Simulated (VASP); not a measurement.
Pb, 2 atoms in the cell. It takes space group P6_3/mmc (No. 194, hexagonal). Conventional cell: a = 3.433 Å, b = 3.433 Å, c = 5.514 Å, α = 90.00°, β = 90.00°, γ = 120.00°. Within 4.5 Å of Pb (site symmetry -6m2) lie 12 Pb at 3.40 to 3.43 Å. This isn't the form of Pb at room conditions, which is fcc.

```yaml
Program: VASP 6.6.1
Task: single point
Functional: PBEsol
Potentials_or_basis: VASP PAW PBE potentials, release 64 (Pb_d)
Cutoff: 520 eV
k_mesh: 14 × 14 × 8
Occupations: fermi-dirac, width 0.08 eV
Spin: no spin polarisation
Dipole_correction: no
Further_INCAR_settings: ALGO = Normal; EDIFF = 1e-06; NBANDS = 21
```

Potentials or basis: VASP PAW PBE potentials, release 64 (Pb_d).

The run is started by

```bash
$ cat potpaw_PBE.64/Pb_d/POTCAR > POTCAR
$ mpirun -np 1 vasp_std > vasp.out
```

Hardware: 1 thread of Intel Xeon 8259CL, on a shared host.

Task: How long does it take, and how much memory?

Result: Wall time 2.5 min on 1 thread of Intel Xeon 8259CL, on a shared host, peak memory 0.25 GiB. Counts: scf iterations 10, k points 120.
